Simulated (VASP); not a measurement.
# Ir (Fm-3m) in VASP: further runs

The runs below take Ir through single point, relaxation of cell and atoms, with PBE.

Program: VASP 6.6.1. These are calculated values, not measurements. Logs are shortened: lines on timing, memory, paths and dates and some standing lists are left out, and cuts for length are marked.

## Step 1: The cell of the first run

It takes space group Fm-3m (No. 225, cubic). The conventional cell has a = 3.873 Å, b = 3.873 Å, c = 3.873 Å, α = 90.00°, β = 90.00°, γ = 90.00°. Ir (site symmetry m-3m) has 12 Ir at 2.74 Å within 3.6 Å.

## Step 2: Single point, PBE

Input file INCAR:

```
SYSTEM = Ir
  ALGO = Normal
  EDIFF = 1E-6
  ENCUT = 500
  GGA = PE
  GGA_COMPAT = .FALSE.
  ISIF = 2
  ISMEAR = -1
  LASPH = .TRUE.
  LCHARG = .FALSE.
  LREAL = .FALSE.
  LWAVE = .FALSE.
  NBANDS = 10
  NELM = 120
  PREC = Accurate
  SIGMA = 0.1
```

Input file KPOINTS:

```
k-points
0
G
  11 11 11
  0 0 0
```

Input file POSCAR:

```
Ir
1.0
    2.7388153619      0.0000000000      0.0000000000
    1.3694076810      2.3718836797      0.0000000000
    1.3694076810      0.7906278932      2.2362333788
Ir
1
Direct
    0.0000000000      0.0000000000      0.0000000000
```

Potentials or basis: VASP PAW PBE potentials, release 64 (Ir).

The run is started by

```
$ cat potpaw_PBE.64/Ir/POTCAR > POTCAR
$ mpirun -np 1 vasp_std > vasp.out
```

OUTCAR:

```text
SYSTEM = Ir
   EDIFF = 1E-6
   ENCUT = 500
   GGA = PE
   ISIF = 2
   ISMEAR = -1
   LASPH = .TRUE.
   LREAL = .FALSE.
   NELM = 120
   PREC = Accurate

 ion  position               nearest neighbor table
   1  0.000  0.000  0.000-

  LATTYP: Found a face centered cubic cell.
 ALAT       =     3.8732698297

  Lattice vectors:

 A1 = (   2.7388153619,   0.0000000000,   0.0000000000)
 A2 = (   1.3694076810,   2.3718836797,   0.0000000000)
 A3 = (   1.3694076810,   0.7906278932,   2.2362333788)

Analysis of symmetry for initial positions (statically):
=====================================================================
 Subroutine PRICEL returns:
 Original cell was already a primitive cell.

 Routine SETGRP: Setting up the symmetry group for a
 face centered cubic supercell.

 Subroutine GETGRP returns: Found 48 space group operations
 (whereof 48 operations were pure point group operations)
 out of a pool of 48 trial point group operations.

The static configuration has the point symmetry O_h .

Analysis of symmetry for dynamics (positions and initial velocities):
=====================================================================
 Subroutine PRICEL returns:
 Original cell was already a primitive cell.

 Routine SETGRP: Setting up the symmetry group for a
 face centered cubic supercell.

 Subroutine GETGRP returns: Found 48 space group operations
 (whereof 48 operations were pure point group operations)
 out of a pool of 48 trial point group operations.

The dynamic configuration has the point symmetry O_h .

 Subroutine INISYM returns: Found 48 space group operations
 (whereof 48 operations are pure point group operations),
 and found     1 'primitive' translations

----------------------------------------------------------------------------------------

                                     Primitive cell

  volume of cell :      14.5269

  direct lattice vectors                    reciprocal lattice vectors
     2.738815362  0.000000000  0.000000000     0.365121364 -0.210802918 -0.149060173
     1.369407681  2.371883680  0.000000000     0.000000000  0.421605835 -0.149060173
     1.369407681  0.790627893  2.236233379     0.000000000  0.000000000  0.447180518

  length of vectors
     2.738815362  2.738815362  2.738815362     0.447180518  0.447180518  0.447180518

  position of ions in fractional coordinates (direct lattice)
     0.000000000  0.000000000  0.000000000

  ion indices of the primitive-cell ions
   primitive index   ion index
                 1           1

----------------------------------------------------------------------------------------

 KPOINTS: k-points

Automatic generation of k-mesh.
 Grid dimensions read from file:
 generate k-points for:   11   11   11

 Generating k-lattice:

  Cartesian coordinates                     Fractional coordinates (reciprocal lattice)
     0.033192851 -0.019163902 -0.013550925     0.090909091  0.000000000  0.000000000
     0.000000000  0.038327803 -0.013550925     0.000000000  0.090909091 -0.000000000
     0.000000000  0.000000000  0.040652774     0.000000000  0.000000000  0.090909091

  Length of vectors
     0.040652774  0.040652774  0.040652774

  Shift w.r.t. Gamma in fractional coordinates (k-lattice)
     0.000000000  0.000000000  0.000000000

 Subroutine IBZKPT returns following result:
 ===========================================

 Found     56 irreducible k-points:

 Following reciprocal coordinates:
            Coordinates               Weight
  0.000000  0.000000  0.000000      1.000000
  0.090909  0.000000 -0.000000      8.000000
  0.181818  0.000000 -0.000000      8.000000
  0.272727  0.000000 -0.000000      8.000000
  0.363636  0.000000 -0.000000      8.000000
  0.454545  0.000000 -0.000000      8.000000
[... 16 lines left out ...]
 -0.272727  0.181818  0.000000     24.000000
 -0.181818  0.181818  0.000000     12.000000
 [... further k-points ...]
   k-points           NKPTS =     56   k-points in BZ     NKDIM =     56   number of bands    NBANDS=     10
   number of dos      NEDOS =    301   number of ions     NIONS =      1
   total plane-waves  NPLWV =   8000
   dimension x,y,z NGX =    20 NGY =   20 NGZ =   20
   dimension x,y,z NGXF=    40 NGYF=   40 NGZF=   40
   ions per type =               1
   NGX,Y,Z   is equivalent  to a cutoff of  12.14, 12.14, 12.14 a.u.
   NGXF,Y,Z  is equivalent  to a cutoff of  24.28, 24.28, 24.28 a.u.
 SYSTEM =  Ir
   PREC   = accura    normal or accurate (medium, high low for compatibility)
   ISTART =      0    job   : 0-new  1-cont  2-samecut
   ICHARG =      2    charge: 1-file 2-atom 10-const
   ISPIN  =      1    spin polarized calculation?
   LNONCOLLINEAR =      F non collinear calculations
   LSORBIT =      F    spin-orbit coupling
   LASPH  =      T    aspherical Exc in radial PAW
   ENCUT  =  500.0 eV  36.75 Ry    6.06 a.u.   4.99  4.99  4.99*2*pi/ulx,y,z
   NELM   =    120;   NELMIN=  2; NELMDL= -5     # of ELM steps
   EDIFF  = 0.1E-05   stopping-criterion for ELM
   LREAL  =      F    real-space projection
   EDIFFG = 0.1E-04   stopping-criterion for IOM
   NSW    =      0    number of steps for IOM
   IBRION =     -1    ionic relax: 0-MD 1-quasi-New 2-CG
   NFREE  =      0    steps in history (QN), initial steepest desc. (CG)
   ISIF   =      2    stress and relaxation
   ISYM   =      2    0-nonsym 1-usesym 2-fastsym
   POTIM  = 0.5000    time-step for ionic-motion
   TEBEG  =    0.0;   TEEND  =   0.0 temperature during run
   PSTRESS=    0.0 pullay stress
   NELECT =       9.0000    total number of electrons
   NUPDOWN=      -1.0000    fix difference up-down
   EMIN   =  10.00;   EMAX   =-10.00  energy-range for DOS
   EFERMI =   0.00;   METHOD = LEGACY
   ISMEAR =    -1;   SIGMA  =   0.10  broadening in eV -4-tet -1-fermi 0-gaus
   EFERMI_NEDOS =   21; number of points for ismear=-14 and -15
   IALGO  =     38    algorithm
   IMIX   =      4    mixing-type and parameters
     AMIX     =   0.40;   BMIX     =  1.00
     AMIX_MAG =   1.60;   BMIX_MAG =  1.00
  volume/ion in A,a.u.               =      14.53        98.03
  Fermi-wavevector in a.u.,A,eV,Ry     =   1.395612  2.637324 26.500500  1.947732
  Thomas-Fermi vector in A             =   2.519046
   LORBIT       =      0    0 simple, 1 ext, 2 COOP (PROOUT), +10 PAW based schemes
   GGA     = PE    functional components
   LHFCALC =     F    Hartree Fock is set to
   AEXX    =    0.0000 exact exchange contribution
   IVDW    =     0    specifies the selected vdW correction
   LEPSILON=     F    determine dielectric tensor
   LRPA    =     F    only Hartree local field effects (RPA)
 non-spin polarized calculation
  energy-cutoff  :      500.00
  volume of cell :       14.53
 maximum number of plane-waves:       376
   NGX =  9   NGY =  9   NGZ =  9

 number of electron       9.0000000 magnetization

 Free energy of the ion-electron system (eV)
  ---------------------------------------------------
  ext. energy  EPLUGINS =         0.00000000
  ---------------------------------------------------
  free energy    TOTEN  =        -8.84720001 eV

  energy without entropy =       -8.80408923  energy(sigma->0) =       -8.82564462

 E-fermi :   9.8966     XC(G=0): -13.8311

 val. band max:        9.8630548377   @ k =  -0.3636   0.0909   0.0000
 cond. band min:       9.9123647787   @ k =   0.3636   0.2727  -0.0000
 fundamental gap:      0.0493099410
 Fermi energy:         9.8966431049

 k-point     1 :       0.0000    0.0000    0.0000
  band No.  band energies     occupation
      1      -0.8837      2.00000
      2       6.2207      2.00000
      3       6.2207      2.00000
      4       6.2207      2.00000
      5       8.7982      1.99997
      6       8.7982      1.99997
      7      24.3264      0.00000
      8      29.7564      0.00000
      9      29.7564      0.00000
     10      29.7564      0.00000

 k-point     2 :       0.0909    0.0000   -0.0000
  band No.  band energies     occupation
      1      -0.5303      2.00000
      2       6.0431      2.00000
      3       6.3675      2.00000
      4       6.3675      2.00000
      5       8.7108      1.99999
      6       8.7108      1.99999
      7      24.9176      0.00000
      8      28.1238      0.00000
      9      30.3304      0.00000
     10      30.3304      0.00000

 k-point     3 :       0.1818    0.0000   -0.0000
  band No.  band energies     occupation
      1       0.4223      2.00000
      2       5.7180      2.00000
      3       6.6339      2.00000
      4       6.6339      2.00000
      5       8.6712      1.99999
      6       8.6712      1.99999
      7      25.5353      0.00000
      8      26.2735      0.00000
      9      31.9028      0.00000
     10      31.9028      0.00000

 k-point     4 :       0.2727    0.0000   -0.0000
  band No.  band energies     occupation
      1       1.5293      2.00000
      2       5.8482      2.00000
      3       6.6052      2.00000
      4       6.6052      2.00000
      5       9.1568      1.99878
      6       9.1568      1.99878
      7      22.9492      0.00000
      8      26.3714      0.00000
      9      33.5174      0.00000
     10      33.5175      0.00000
[... 222 lines left out ...]
 k-point    22 :      -0.3636    0.1818    0.0000
  band No.  band energies     occupation
      1       3.2461      2.00000
      2       5.4194      2.00000
      3       6.5679      2.00000
      4       7.0682      2.00000
      5       9.8080      1.41634
      6      13.2223      0.00000
      7      18.3974      0.00000
      8      25.0399      0.00000
      9      27.0561      0.00000
     10      30.3360      0.00000

 k-point    23 :      -0.2727    0.1818    0.0000
  band No.  band energies     occupation
      1       3.1535      2.00000
      2       5.4069      2.00000
      3       5.9026      2.00000
      4       7.2538      2.00000
      5       8.6524      1.99999
      6      11.9400      0.00000
      7      21.4846      0.00000
      8      25.6472      0.00000
      9      27.5863      0.00000
     10      32.5737      0.00000

 k-point    24 :      -0.1818    0.1818    0.0000
  band No.  band energies     occupation
      1       2.2397      2.00000
      2       5.1061      2.00000
      3       6.3921      2.00000
      4       7.5991      2.00000
      5       7.6494      2.00000
      6      10.5849      0.00205
      7      23.9295      0.00000
      8      26.9247      0.00000
      9      29.3113      0.00000
     10      30.2502      0.00000

 [... further k-points ...]
[... 5 lines left out ...]
  --------------------------------------------------------------------------------------
  -------------------------------------------------------------------------------------
  Total        0.0456274      0.0456274      0.0456274      0.0000000     -0.0000000      0.0000000
  in kB        5.0322595      5.0322595      5.0322595      0.0000000     -0.0000000      0.0000000
  external PRESSURE =       5.0322595 kB  Pullay stress =       0.0000000 kB

 VOLUME and BASIS-vectors are now :
 -----------------------------------------------------------------------------
  energy-cutoff  :      500.00
  volume of cell :       14.53
      direct lattice vectors                 reciprocal lattice vectors
     2.738815362  0.000000000  0.000000000     0.365121364 -0.210802918 -0.149060173
     1.369407681  2.371883680  0.000000000     0.000000000  0.421605835 -0.149060173
     1.369407681  0.790627893  2.236233379     0.000000000  0.000000000  0.447180518

 POSITION                                       TOTAL-FORCE (eV/Angst)
 -----------------------------------------------------------------------------------
      0.00000      0.00000      0.00000         0.000000     -0.000000      0.000000
 -----------------------------------------------------------------------------------
    total drift:                                0.000000      0.000000      0.000000

  FREE ENERGIE OF THE ION-ELECTRON SYSTEM (eV)
  ---------------------------------------------------
  free  energy   TOTEN  =        -8.8472000129 eV

  energy  without entropy=       -8.8040892274  energy(sigma->0) =       -8.82564462
```

Wall time 3.3 s (1 thread of Intel Xeon 6975P-C (Granite Rapids), shared host); peak memory 0.13 GiB.

Results:

| Item | Value |
| --- | --- |
| Free energy | -8.8472 eV |
| Pressure | 0.5 GPa |
| Band gap on the k mesh | zero (an odd number of electrons rules out a gap without spin polarisation) |

Caveat: spin-orbit coupling is left out, which moves the levels of the heavy elements.

## Step 3: Relaxation of cell and atoms, PBE

This run uses another cell than the first one, of 14.06 Å³/atom.

Input file INCAR:

```
SYSTEM = Ir
  ALGO = Normal
  EDIFF = 1E-7
  EDIFFG = -0.02
  ENCUT = 500
  GGA = PE
  GGA_COMPAT = .False.
  IBRION = 2
  ISIF = 3
  ISMEAR = -1
  LASPH = .True.
  LCHARG = .False.
  LREAL = .False.
  LWAVE = .False.
  NELM = 120
  NELMIN = 4
  NSW = 80
  PREC = Accurate
  SIGMA = 0.1
```

Input file KPOINTS:

```
k-points
0
Gamma
  11 11 11
  0 0 0
```

Input file POSCAR:

```
Ir
1.0
    2.7090680000      0.0000000000      0.0000000000
    1.3545340000      2.3461217086      0.0000000000
    1.3545340000      0.7820405695      2.2119447595
Ir
1
Direct
    0.0000000000      0.0000000000      0.0000000000
```

Potentials or basis: VASP PAW PBE potentials, release 64 (Ir).

The run is started by

```
$ cat potpaw_PBE.64/Ir/POTCAR > POTCAR
$ mpirun -np 1 vasp_std > vasp.out
```

OUTCAR:

```text
SYSTEM = Ir
   EDIFF = 1E-7
   EDIFFG = -0.02
   ENCUT = 500
   GGA = PE
   IBRION = 2
   ISIF = 3
   ISMEAR = -1
   LASPH = .True.
   LREAL = .False.
   NELM = 120
   NELMIN = 4
   NSW = 80
   PREC = Accurate

 ion  position               nearest neighbor table
   1  0.000  0.000  0.000-

  LATTYP: Found a face centered cubic cell.
 ALAT       =     3.8312007070

  Lattice vectors:

 A1 = (   2.7090680000,   0.0000000000,   0.0000000000)
 A2 = (   1.3545340000,   2.3461217086,   0.0000000000)
 A3 = (   1.3545340000,   0.7820405695,   2.2119447595)

Analysis of symmetry for initial positions (statically):
=====================================================================
 Subroutine PRICEL returns:
 Original cell was already a primitive cell.

 Routine SETGRP: Setting up the symmetry group for a
 face centered cubic supercell.
[... 171 lines left out ...]
 fundamental gap:      0.0467655471
 Fermi energy:        10.4587278665

 k-point     1 :       0.0000    0.0000    0.0000
  band No.  band energies     occupation
      1      -0.6714      2.00000
      2       6.5930      2.00000
      3       6.5930      2.00000
      4       6.5930      2.00000
      5       9.3095      1.99998
      6       9.3095      1.99998
      7      24.8273      0.00000
      8      30.4529      0.00000
[... 357 lines left out ...]
--------------------------------------- Ionic step        4  -------------------------------------------

 number of electron       9.0000000 magnetization

 Free energy of the ion-electron system (eV)
  ---------------------------------------------------
  ext. energy  EPLUGINS =         0.00000000
  ---------------------------------------------------
  free energy    TOTEN  =        -8.84686341 eV

  energy without entropy =       -8.80367306  energy(sigma->0) =       -8.82526823

 E-fermi :   9.8708     XC(G=0): -13.8221

 val. band max:        9.8371379941   @ k =  -0.3636   0.0909   0.0000
 cond. band min:       9.8865631719   @ k =   0.3636   0.2727  -0.0000
 fundamental gap:      0.0494251778
 Fermi energy:         9.8707602824

 k-point     1 :       0.0000    0.0000    0.0000
  band No.  band energies     occupation
      1      -0.8934      2.00000
      2       6.2035      2.00000
      3       6.2035      2.00000
      4       6.2035      2.00000
      5       8.7747      1.99997
      6       8.7747      1.99997
      7      24.3031      0.00000
      8      29.7239      0.00000
[... 281 lines left out ...]
  FREE ENERGIE OF THE ION-ELECTRON SYSTEM (eV)
  ---------------------------------------------------
  free  energy   TOTEN  =        -8.8468634075 eV

  energy  without entropy=       -8.8036730616  energy(sigma->0) =       -8.82526823

 reached required accuracy - stopping structural energy minimisation
```

CONTCAR:

```text
Ir
   1.00000000000000
     2.7402197548005458    0.0000000000000000    0.0000000000000000
     1.3701098774002729    2.3730999196304436   -0.0000000000004065
     1.3701098774002729    0.7910333065093813    2.2373800607843846
  Ir
     1
Direct
     0.0000000000000000    0.0000000000000000    0.0000000000000000

  0.00000000E+00  0.00000000E+00  0.00000000E+00
```

Run time: 9.2 s. Hardware: 1 thread of Intel Xeon 6975P-C (Granite Rapids), shared host; peak memory 0.13 GiB.

What came out:

```
Free energy                           : -8.8469 eV
Relaxed volume                        : 14.55 Å³/atom
Relaxed cell                          : a = 2.740 Å, b = 2.740 Å, c = 2.740 Å, α = 60.00°, β = 60.00°, γ = 60.00°
Space group after relaxing (to 0.1 Å) : Fm-3m (No. 225)
Energy gained by relaxing             : 19.0 meV/atom
Ionic steps                           : 4
Pressure after relaxing               : 0.0 GPa
Band gap on the k mesh                : zero (an odd number of electrons rules out a gap without spin polarisation)
```

Step by step:
```
step  energy change (eV)  largest force (eV/Å)  pressure (GPa)  volume (Å³)
   1              0.0000                0.0000           12.97        14.06
   2              0.2003                0.0000          -31.43        16.50
   3             -0.0190                0.0000           -0.69        14.58
   4             -0.0190                0.0000           -0.04        14.55
```

Final structure:
```yaml
crystal:
  lattice:
    - [2.74022, 0.00000, 0.00000]
    - [1.37011, 2.37310, 0.00000]
    - [1.37011, 0.79103, 2.23738]
  atoms:
    - { symbol: Ir, position: [0.00000, 0.00000, 0.00000] }
```

Levels at points of the mesh, in eV from the Fermi level:
| k point | band 1 | band 2 | band 3 | band 4 | band 5 | band 6 | band 7 | band 8 |
| --- | --- | --- | --- | --- | --- | --- | --- | --- |
| (0.00, 0.00, 0.00) | -10.76 | -3.67 | -3.67 | -3.67 | -1.10 | -1.10 | 14.43 | 19.85 |

Caveat: spin-orbit coupling is left out, which moves the levels of the heavy elements.
